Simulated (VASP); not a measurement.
Wanted: the native input for a VASP 6.6.1 run.

| Property | Result |
| --- | --- |
| Task | single point |
| Functional | LDA |
| Potentials or basis | VASP PAW LDA potentials, release 64 (Mn_pv, Pt) |
| Cutoff | 520 eV |
| k mesh | 14 × 14 × 12 |
| Occupations | gaussian, width 0.1 eV |
| Spin | collinear spin, ferromagnetic start |
| Starting moments | [4.26, 0.47] μB |
| Dipole correction | no |
| Further INCAR settings | ALGO = Normal; EDIFF = 1e-06; NBANDS = 22 |

The structure of MnPt lies in POSCAR:

```
MnPt
1.0
    2.7337167370      0.0000000000      0.0000000000
    0.0000000000      2.7337167370      0.0000000000
    0.0000000000      0.0000000000      3.6030029306
Mn Pt
1 1
Direct
    0.0000000000      0.0000000000      0.0000000000
    0.5000000000      0.5000000000      0.5000000000
```

One way to write it, as run:

INCAR

```
PREC = Accurate ; ENCUT = 520
EDIFF = 1E-6 ; ISMEAR = 0
SIGMA = 0.1 ; LREAL = F
LASPH = T ; NELM = 150
ALGO = Normal ; ISIF = 2
LWAVE = F ; LCHARG = F
ISPIN = 2 ; MAGMOM = 4.26 0.47
LORBIT = 11 ; LMAXMIX = 4
GGA = CA ; NBANDS = 22
```

KPOINTS

```
regular mesh
0
Gamma
  14 14 12
```

Potentials or basis: VASP PAW LDA potentials, release 64 (Mn_pv, Pt).

Command:

```bash
$ cat potpaw_LDA.64/Mn_pv/POTCAR potpaw_LDA.64/Pt/POTCAR > POTCAR
$ mpirun -np 1 vasp_std > vasp.out
```

It gave:

The pressure is -3.4 GPa, the net moment is 3.08 μB per cell and the site moments are Mn +2.79; Pt +0.19 μB. The valence electrons inside the program's atomic spheres are Mn 11.70; Pt 9.51.

Wall time 5.9 min on 1 thread of Intel(R) Xeon(R) Platinum 8259CL CPU @ 2.50GHz (Skylake/Cascade Lake) (shared host), peak memory 0.32 GiB.
